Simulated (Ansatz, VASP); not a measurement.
Ba in VASP and in Ansatz

INCAR

```
SYSTEM = Ba
PREC = Accurate ; ENCUT = 600
EDIFF = 1E-6 ; ISMEAR = -1
SIGMA = 0.05 ; LREAL = .FALSE.
LASPH = .TRUE. ; NELM = 80
ALGO = Normal ; ISIF = 3
LWAVE = .FALSE. ; LCHARG = .FALSE.
GGA = PS ; IBRION = 2
NSW = 100 ; EDIFFG = -0.002
```

File KPOINTS:

```
regular mesh
0
G
  12 12 12
  0 0 0
```

Contents of POSCAR:

```
Ba
1.0
    0.0000000000      3.2326650028      3.2326650028
    3.2326650028      0.0000000000      3.2326650028
    3.2326650028      3.2326650028      0.0000000000
Ba
1
Direct
    0.0000000000      0.0000000000      0.0000000000
```

Input for Ansatz:

```yaml
crystal:
  lattice:
    - [0.0, 3.2326650028, 3.2326650028]
    - [3.2326650028, 0.0, 3.2326650028]
    - [3.2326650028, 3.2326650028, 0.0]
  atoms:
    - { symbol: Ba, position: [0.0, 0.0, 0.0] }
kpoints:
  mp_grid: { grid: [12, 12, 12] }
scf:
  occupations: { method: fermi_dirac, width: 0.05 }
hamiltonian:
  xc: pbesol
  pseudopotentials: { kind: paw }
relax:
  f_tol: 0.002
  max_steps: 80
  cell: {}
output:
  forces: true
  stress: true
```

Alike in both runs: task relaxation of cell and atoms; functional PBEsol; k mesh 12 × 12 × 12; occupations fermi-dirac, width 0.05 eV; no spin polarisation.

|  | VASP | Ansatz |
| --- | --- | --- |
| version | VASP 6.6.1 | Ansatz 0.2.0 |
| potentials or method | VASP PAW PBE potentials, release 64 (Ba_sv) | PAW with Ansatz's default frozen-core files, scalar-relativistic |
| plane-wave cutoff (eV) | 600 | 420 |
| valence electrons in the cell | 10 | 10 |

Ansatz gave:

| Item | Value |
| --- | --- |
| relaxed volume (Å³/atom) | 58.52 |
| relaxed length of the cell vector where the two differ most in proportion (Å) | 4.358 |

**Question.** What did VASP give for the same quantities?

**Answer.** Relaxed volume (Å³/atom): 58.97; relaxed length of the cell vector where the two differ most in proportion (Å): 4.369.

VASP's potentials were made for PBE, not for PBEsol.

Neither program's run includes spin-orbit coupling.
